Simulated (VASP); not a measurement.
# GaN (F-43m) in VASP: further runs

GaN is run at these levels: PBE; tasks: single point.

Everything below comes from runs of VASP 6.6.1. Logs are shortened: lines on timing, memory, paths and dates and some standing lists are left out, and cuts for length are marked.

**1. The cell of the first run**

Symmetry: F-43m, No. 216, cubic system. The conventional cell has a = 5.049 Å, b = 5.049 Å, c = 5.049 Å, α = 90.00°, β = 90.00°, γ = 90.00°. Within 2.9 Å of Ga (site symmetry -43m) lie 4 N at 2.19 Å. Within 2.9 Å of N (site symmetry -43m) lie 4 Ga at 2.19 Å.

**2. Single point, PBE**

INCAR

```
SYSTEM = GaN
ALGO = Normal ; EDIFF = 1E-6
ENCUT = 600 ; GGA = PE
GGA_COMPAT = .False. ; ISIF = 2
ISMEAR = 0 ; LASPH = .True.
LCHARG = .True. ; LELF = .True.
LREAL = .False. ; LVHAR = .True.
LWAVE = .False. ; NBANDS = 16
NELM = 120 ; PREC = Accurate
SIGMA = 0.1
```

KPOINTS

```
k-points
0
Gamma
  6 6 6
  0 0 0
```

POSCAR

```
GaN
1.0
    0.0000000000      2.5243460270      2.5243460270
    2.5243460270      0.0000000000      2.5243460270
    2.5243460270      2.5243460270      0.0000000000
Ga N
1 1
Direct
    0.0000000000      0.0000000000      0.0000000000
    0.2500000000      0.2500000000      0.2500000000
```

Potentials or basis: VASP PAW PBE potentials, release 64 (Ga_d, N).

On the command line:

```console
cat potpaw_PBE.64/Ga_d/POTCAR potpaw_PBE.64/N/POTCAR > POTCAR
mpirun -np 1 vasp_std > vasp.out
```

OUTCAR:

```text
SYSTEM = GaN
   EDIFF = 1E-6
   ENCUT = 600
   GGA = PE
   ISIF = 2
   ISMEAR = 0
   LASPH = .True.
   LREAL = .False.
   NELM = 120
   PREC = Accurate

 ion  position               nearest neighbor table
   1  0.000  0.000  0.000-   2 2.19   2 2.19   2 2.19   2 2.19
   2  0.250  0.250  0.250-   1 2.19   1 2.19   1 2.19   1 2.19

  LATTYP: Found a face centered cubic cell.
 ALAT       =     5.0486920540

  Lattice vectors:

 A1 = (   0.0000000000,   2.5243460270,   2.5243460270)
 A2 = (   2.5243460270,   0.0000000000,   2.5243460270)
 A3 = (   2.5243460270,   2.5243460270,   0.0000000000)

Analysis of symmetry for initial positions (statically):
=====================================================================
 Subroutine PRICEL returns:
 Original cell was already a primitive cell.

 Routine SETGRP: Setting up the symmetry group for a
 face centered cubic supercell.

 Subroutine GETGRP returns: Found 24 space group operations
 (whereof 24 operations were pure point group operations)
 out of a pool of 48 trial point group operations.

The static configuration has the point symmetry T_d .

Analysis of symmetry for dynamics (positions and initial velocities):
=====================================================================
 Subroutine PRICEL returns:
 Original cell was already a primitive cell.

 Routine SETGRP: Setting up the symmetry group for a
 face centered cubic supercell.

 Subroutine GETGRP returns: Found 24 space group operations
 (whereof 24 operations were pure point group operations)
 out of a pool of 48 trial point group operations.

The dynamic configuration has the point symmetry T_d .

 Subroutine INISYM returns: Found 24 space group operations
 (whereof 24 operations are pure point group operations),
 and found     1 'primitive' translations

----------------------------------------------------------------------------------------

                                     Primitive cell

  volume of cell :      32.1719

  direct lattice vectors                    reciprocal lattice vectors
     0.000000000  2.524346027  2.524346027    -0.198071102  0.198071102  0.198071102
     2.524346027  0.000000000  2.524346027     0.198071102 -0.198071102  0.198071102
     2.524346027  2.524346027  0.000000000     0.198071102  0.198071102 -0.198071102

  length of vectors
     3.569964388  3.569964388  3.569964388     0.343069213  0.343069213  0.343069213

[... 70 lines left out ...]
   NELM   =    120;   NELMIN=  2; NELMDL= -5     # of ELM steps
   EDIFF  = 0.1E-05   stopping-criterion for ELM
   LREAL  =      F    real-space projection
   EDIFFG = 0.1E-04   stopping-criterion for IOM
   NSW    =      0    number of steps for IOM
   IBRION =     -1    ionic relax: 0-MD 1-quasi-New 2-CG
   NFREE  =      0    steps in history (QN), initial steepest desc. (CG)
   ISIF   =      2    stress and relaxation
   ISYM   =      2    0-nonsym 1-usesym 2-fastsym
   POTIM  = 0.5000    time-step for ionic-motion
   TEBEG  =    0.0;   TEEND  =   0.0 temperature during run
   PSTRESS=    0.0 pullay stress
   NELECT =      18.0000    total number of electrons
   NUPDOWN=      -1.0000    fix difference up-down
   EMIN   =  10.00;   EMAX   =-10.00  energy-range for DOS
   EFERMI =   0.00;   METHOD = LEGACY
   ISMEAR =     0;   SIGMA  =   0.10  broadening in eV -4-tet -1-fermi 0-gaus
   EFERMI_NEDOS =   21; number of points for ismear=-14 and -15
   IALGO  =     38    algorithm
   IMIX   =      4    mixing-type and parameters
     AMIX     =   0.40;   BMIX     =  1.00
     AMIX_MAG =   1.60;   BMIX_MAG =  1.00
  volume/ion in A,a.u.               =      16.09       108.55
  Fermi-wavevector in a.u.,A,eV,Ry     =   1.348984  2.549210 24.759306  1.819758
  Thomas-Fermi vector in A             =   2.476608
   LORBIT       =      0    0 simple, 1 ext, 2 COOP (PROOUT), +10 PAW based schemes
   GGA     = PE    functional components
   LHFCALC =     F    Hartree Fock is set to
   AEXX    =    0.0000 exact exchange contribution
   IVDW    =     0    specifies the selected vdW correction
   LEPSILON=     F    determine dielectric tensor
   LRPA    =     F    only Hartree local field effects (RPA)
 non-spin polarized calculation
 Gauss-broadening in eV      SIGMA  =   0.10
  energy-cutoff  :      600.00
  volume of cell :       32.17
 maximum number of plane-waves:      1090
 NGX is ok and might be reduce to    30
   NGX = 15   NGY = 15   NGZ = 15

 number of electron      18.0000004 magnetization

 Free energy of the ion-electron system (eV)
  ---------------------------------------------------
  ext. energy  EPLUGINS =         0.00000000
  ---------------------------------------------------
  free energy    TOTEN  =       -11.21267083 eV

  energy without entropy =      -11.21190526  energy(sigma->0) =      -11.21228804

 E-fermi :   2.2208     XC(G=0):  -9.9579

 val. band max:        2.1885401623   @ k =   0.0000   0.0000   0.0000
 cond. band min:       3.7625139360   @ k =   0.1667   0.0000   0.0000
 fundamental gap:      1.5739737737
 Fermi energy:         2.2208429312

 k-point     1 :       0.0000    0.0000    0.0000
  band No.  band energies     occupation
      1     -11.4110      2.00000
      2     -11.3321      2.00000
      3     -11.3321      2.00000
      4     -11.3321      2.00000
      5     -11.2321      2.00000
      6     -11.2321      2.00000
[... 281 lines left out ...]
      3     -11.2673      2.00000
      4     -11.2305      2.00000
      5     -11.2158      2.00000
      6      -9.2268      2.00000
[... 8 lines left out ...]
     15      19.6014      0.00000
     16      19.8794      0.00000

------------------------ aborting loop because EDIFF is reached ----------------------------------------

  FORCE on cell =-STRESS in cart. coord.  units (eV):
  Direction    XX          YY          ZZ          XY          YZ          ZX
  --------------------------------------------------------------------------------------
  -------------------------------------------------------------------------------------
  Total       -5.2123433     -5.2123433     -5.2123433      0.0000000      0.0000000      0.0000000
  in kB     -259.5774375   -259.5774375   -259.5774375      0.0000000      0.0000000      0.0000000
  external PRESSURE =    -259.5774375 kB  Pullay stress =       0.0000000 kB

 VOLUME and BASIS-vectors are now :
 -----------------------------------------------------------------------------
  energy-cutoff  :      600.00
  volume of cell :       32.17
      direct lattice vectors                 reciprocal lattice vectors
     0.000000000  2.524346027  2.524346027    -0.198071102  0.198071102  0.198071102
     2.524346027  0.000000000  2.524346027     0.198071102 -0.198071102  0.198071102
     2.524346027  2.524346027  0.000000000     0.198071102  0.198071102 -0.198071102

 POSITION                                       TOTAL-FORCE (eV/Angst)
 -----------------------------------------------------------------------------------
      0.00000      0.00000      0.00000         0.000000     -0.000000     -0.000000
      1.26217      1.26217      1.26217        -0.000000      0.000000      0.000000
 -----------------------------------------------------------------------------------
    total drift:                               -0.000000     -0.000000     -0.000000

  FREE ENERGIE OF THE ION-ELECTRON SYSTEM (eV)
  ---------------------------------------------------
  free  energy   TOTEN  =       -11.2126708256 eV

  energy  without entropy=      -11.2119052615  energy(sigma->0) =      -11.21228804
```

OSZICAR:

```text
N       E                     dE             d eps       ncg     rms          rms(c)
DAV:   1     0.965243503545E+02    0.96524E+02   -0.99204E+03   528   0.192E+03
DAV:   2    -0.398820204468E+01   -0.10051E+03   -0.93234E+02   616   0.349E+02
DAV:   3    -0.126716858413E+02   -0.86835E+01   -0.86423E+01   592   0.820E+01
DAV:   4    -0.128218512610E+02   -0.15017E+00   -0.15006E+00   656   0.121E+01
DAV:   5    -0.128237967913E+02   -0.19455E-02   -0.19455E-02   632   0.121E+00    0.684E+00
DAV:   6    -0.112977233022E+02    0.15261E+01   -0.56933E+00   768   0.336E+01    0.311E+00
DAV:   7    -0.112219437536E+02    0.75780E-01   -0.35958E-01   592   0.797E+00    0.159E+00
DAV:   8    -0.112215026602E+02    0.44109E-03   -0.15948E-01   568   0.336E+00    0.107E+00
DAV:   9    -0.112123708877E+02    0.91318E-02   -0.16442E-02   584   0.162E+00    0.407E-01
DAV:  10    -0.112126843658E+02   -0.31348E-03   -0.23512E-03   544   0.346E-01    0.743E-02
DAV:  11    -0.112126812809E+02    0.30849E-05   -0.21630E-04   784   0.251E-01    0.931E-02
DAV:  12    -0.112126739488E+02    0.73321E-05   -0.26305E-05   552   0.437E-02    0.565E-02
DAV:  13    -0.112126707603E+02    0.31884E-05   -0.11966E-05   576   0.234E-02    0.744E-03
DAV:  14    -0.112126708256E+02   -0.65226E-07   -0.40759E-07   384   0.635E-03
   1 F= -.11212671E+02 E0= -.11212288E+02  d E =-.765564E-03
```

Run time: 16 s. Hardware: 1 thread of Intel Xeon Platinum 8375C at 2.90GHz (Ice Lake), shared host; peak memory 0.17 GiB.

Results:

| Property | Result |
| --- | --- |
| Free energy | -11.2127 eV |
| Pressure | -26.0 GPa |
| Band gap on the k mesh | zero (filled and empty bands touch) |

Levels at points of the mesh, in eV from the Fermi level:
```
           k point  band 6  band 7  band 8  band 9  band 10  band 11  band 12  band 13
(0.00, 0.00, 0.00)  -13.45   -0.40   -0.03   -0.03    -0.03     8.24     8.24     8.24
(0.50, 0.00, 0.00)  -11.89   -5.29   -0.66   -0.66     2.47     6.95     8.55     8.55
(0.50, 0.50, 0.00)  -11.50   -4.99   -1.77   -1.77     3.18     4.51     9.76    10.60
```

**3. Single point, PBE**

This run uses another cell than the first one, of 11.76 Å³/atom, 0.731 times its volume.

INCAR

```
SYSTEM = GaN
  PREC = Accurate
  ENCUT = 600
  EDIFF = 1E-6
  ISMEAR = 0
  SIGMA = 0.02
  LREAL = .FALSE.
  LASPH = .TRUE.
  NELM = 120
  ALGO = Normal
  ISIF = 2
  LWAVE = .FALSE.
  LCHARG = .FALSE.
  GGA = PE
  NBANDS = 16
  GGA_COMPAT = .FALSE.
```

KPOINTS

```
Automatic mesh
0
G
  10 10 10
  0 0 0
```

POSCAR

```
GaN
1.0
    0.0000000000      2.2742829168      2.2742829168
    2.2742829168      0.0000000000      2.2742829168
    2.2742829168      2.2742829168      0.0000000000
Ga N
1 1
Direct
    0.0000000000      0.0000000000      0.0000000000
    0.2500000000      0.2500000000      0.2500000000
```

Potentials or basis: VASP PAW PBE potentials, release 64 (Ga_d, N).

On the command line:

```console
cat potpaw_PBE.64/Ga_d/POTCAR potpaw_PBE.64/N/POTCAR > POTCAR
mpirun -np 1 vasp_std > vasp.out
```

OUTCAR:

```text
SYSTEM = GaN
   PREC = Accurate
   ENCUT = 600
   EDIFF = 1E-6
   ISMEAR = 0
   LREAL = .FALSE.
   LASPH = .TRUE.
   NELM = 120
   ISIF = 2
   GGA = PE

 ion  position               nearest neighbor table
   1  0.000  0.000  0.000-   2 1.97   2 1.97   2 1.97   2 1.97
   2  0.250  0.250  0.250-   1 1.97   1 1.97   1 1.97   1 1.97

  LATTYP: Found a face centered cubic cell.
 ALAT       =     4.5485658336

  Lattice vectors:

 A1 = (   0.0000000000,   2.2742829168,   2.2742829168)
 A2 = (   2.2742829168,   0.0000000000,   2.2742829168)
 A3 = (   2.2742829168,   2.2742829168,   0.0000000000)

Analysis of symmetry for initial positions (statically):
=====================================================================
 Subroutine PRICEL returns:
 Original cell was already a primitive cell.

 Routine SETGRP: Setting up the symmetry group for a
 face centered cubic supercell.

 Subroutine GETGRP returns: Found 24 space group operations
 (whereof 24 operations were pure point group operations)
 out of a pool of 48 trial point group operations.

The static configuration has the point symmetry T_d .

Analysis of symmetry for dynamics (positions and initial velocities):
=====================================================================
 Subroutine PRICEL returns:
 Original cell was already a primitive cell.

 Routine SETGRP: Setting up the symmetry group for a
 face centered cubic supercell.

 Subroutine GETGRP returns: Found 24 space group operations
 (whereof 24 operations were pure point group operations)
 out of a pool of 48 trial point group operations.

The dynamic configuration has the point symmetry T_d .

 Subroutine INISYM returns: Found 24 space group operations
 (whereof 24 operations are pure point group operations),
 and found     1 'primitive' translations

----------------------------------------------------------------------------------------

[... 105 lines left out ...]
   EMIN   =  10.00;   EMAX   =-10.00  energy-range for DOS
   EFERMI =   0.00;   METHOD = LEGACY
   ISMEAR =     0;   SIGMA  =   0.02  broadening in eV -4-tet -1-fermi 0-gaus
   EFERMI_NEDOS =   21; number of points for ismear=-14 and -15
   IALGO  =     38    algorithm
   IMIX   =      4    mixing-type and parameters
     AMIX     =   0.40;   BMIX     =  1.00
     AMIX_MAG =   1.60;   BMIX_MAG =  1.00
  volume/ion in A,a.u.               =      11.76        79.38
  Fermi-wavevector in a.u.,A,eV,Ry     =   1.497308  2.829502 30.503331  2.241932
  Thomas-Fermi vector in A             =   2.609213
   LORBIT       =      0    0 simple, 1 ext, 2 COOP (PROOUT), +10 PAW based schemes
   GGA     = PE    functional components
   LHFCALC =     F    Hartree Fock is set to
   AEXX    =    0.0000 exact exchange contribution
   IVDW    =     0    specifies the selected vdW correction
   LEPSILON=     F    determine dielectric tensor
   LRPA    =     F    only Hartree local field effects (RPA)
 non-spin polarized calculation
 Gauss-broadening in eV      SIGMA  =   0.02
  energy-cutoff  :      600.00
  volume of cell :       23.53
 maximum number of plane-waves:       801
 NGX is ok and might be reduce to    28
   NGX = 13   NGY = 13   NGZ = 13

 number of electron      18.0000002 magnetization

 Free energy of the ion-electron system (eV)
  ---------------------------------------------------
  ext. energy  EPLUGINS =         0.00000000
  ---------------------------------------------------
  free energy    TOTEN  =       -12.15504116 eV

  energy without entropy =      -12.15504116  energy(sigma->0) =      -12.15504116

 E-fermi :   5.0760     XC(G=0): -11.5205

 val. band max:        4.9862633984   @ k =   0.0000   0.0000   0.0000
 cond. band min:       6.5329398830   @ k =   0.0000   0.0000   0.0000
 fundamental gap:      1.5466764846
 Fermi energy:         5.0759834296

 k-point     1 :       0.0000    0.0000    0.0000
  band No.  band energies     occupation
      1     -10.7167      2.00000
      2      -8.4367      2.00000
      3      -8.4367      2.00000
      4      -8.4367      2.00000
      5      -8.1439      2.00000
      6      -8.1439      2.00000
[... 433 lines left out ...]
      3      -8.2303      2.00000
      4      -8.2302      2.00000
      5      -8.0880      2.00000
      6      -7.1868      2.00000
[... 8 lines left out ...]
     15      26.8454      0.00000
     16      27.1149      0.00000

 [... further k-points ...]
[... 5 lines left out ...]
  --------------------------------------------------------------------------------------
  -------------------------------------------------------------------------------------
  Total       -0.0076410     -0.0076410     -0.0076410     -0.0000000     -0.0000000     -0.0000000
  in kB       -0.5203515     -0.5203515     -0.5203515     -0.0000000     -0.0000000     -0.0000000
  external PRESSURE =      -0.5203515 kB  Pullay stress =       0.0000000 kB

 VOLUME and BASIS-vectors are now :
 -----------------------------------------------------------------------------
  energy-cutoff  :      600.00
  volume of cell :       23.53
      direct lattice vectors                 reciprocal lattice vectors
     0.000000000  2.274282917  2.274282917    -0.219849517  0.219849517  0.219849517
     2.274282917  0.000000000  2.274282917     0.219849517 -0.219849517  0.219849517
     2.274282917  2.274282917  0.000000000     0.219849517  0.219849517 -0.219849517

 POSITION                                       TOTAL-FORCE (eV/Angst)
 -----------------------------------------------------------------------------------
      0.00000      0.00000      0.00000         0.000000      0.000000     -0.000000
      1.13714      1.13714      1.13714        -0.000000     -0.000000      0.000000
 -----------------------------------------------------------------------------------
    total drift:                                0.000000      0.000000      0.000000

  FREE ENERGIE OF THE ION-ELECTRON SYSTEM (eV)
  ---------------------------------------------------
  free  energy   TOTEN  =       -12.1550411617 eV

  energy  without entropy=      -12.1550411617  energy(sigma->0) =      -12.15504116
```

It took 24 s on 1 thread of Intel Xeon Platinum 8375C at 2.90GHz (Ice Lake), shared host; peak memory 0.16 GiB.

Results:

```yaml
Free_energy: -12.1550 eV
Pressure: -0.1 GPa
Band_gap_on_the_k_mesh: 1.55 eV, direct
```
